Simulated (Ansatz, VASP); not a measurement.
**One calculation of Al, two programs**

The input INCAR:

```
SYSTEM = Al
  PREC = Accurate
  ENCUT = 520
  EDIFF = 1E-6
  ISMEAR = 0
  SIGMA = 0.15
  LREAL = .FALSE.
  LASPH = .TRUE.
  NELM = 80
  ALGO = Fast
  ISIF = 2
  LWAVE = .FALSE.
  LCHARG = .FALSE.
  GGA = PE
  NBANDS = 10
```

The input KPOINTS:

```
regular mesh
0
G
  20 20 12
  0 0 0
```

The input POSCAR:

```
Al
1.0
   -1.6175102401      1.6175102401      1.6175102401
    1.6175102401     -1.6175102401      1.6175102401
    3.2350204801      3.2350204801      0.0000000000
Al
2
Direct
    0.0195409416     -0.0195409416      0.0000000000
    0.4804590584      0.5195409416      0.5000000000
```

Input for Ansatz:

```yaml
crystal:
  lattice:
    - [-1.6175102401, 1.6175102401, 1.6175102401]
    - [1.6175102401, -1.6175102401, 1.6175102401]
    - [3.2350204801, 3.2350204801, 0.0]
  atoms:
    - { symbol: Al, position: [0.0195409416, -0.0195409416, 0.0] }
    - { symbol: Al, position: [0.4804590584, 0.5195409416, 0.5] }
basis:
  ecutwfc: 420
kpoints:
  mp_grid: { grid: [20, 20, 12] }
hamiltonian:
  xc: pbe
scf:
  occupations: { method: gaussian, width: 0.15 }
output:
  forces: true
  stress: true
  eigenvalues: true
```

Change from the starting cell: mode 1 frozen in at -0.089 Å, equal normal strain along x and y +0.0000.

Alike in both runs: task single point; functional PBE; k mesh 20 × 20 × 12; occupations gaussian, width 0.15 eV; no spin polarisation.

|  | VASP | Ansatz |
| --- | --- | --- |
| version | VASP 6.6.1 | Ansatz 0.2.0 |
| potentials or method | VASP PAW PBE potentials, release 64 (Al), cutoff 520 eV | scalar-relativistic, plane waves, PAW |
| valence electrons in the cell | 6 | 6 |

VASP gave:

```
gap on the k mesh at the Fermi level (eV)                     : none
pressure (GPa)                                                : -0.1
traceless stress, the component that is largest in VASP (GPa) : -0.32
rms of the force components (eV/Å)                            : 0.054
```

Task: Estimate Ansatz's values.

Result: gap on the k mesh at the Fermi level (eV): none; pressure (GPa): 0.0; traceless stress, the component that is largest in VASP (GPa): -0.32; rms of the force components (eV/Å): 0.054.

Atom by atom the forces differ by 0.000 eV/Å (rms over components). A gap of «none» marks a metal or a gap that the smearing closes.
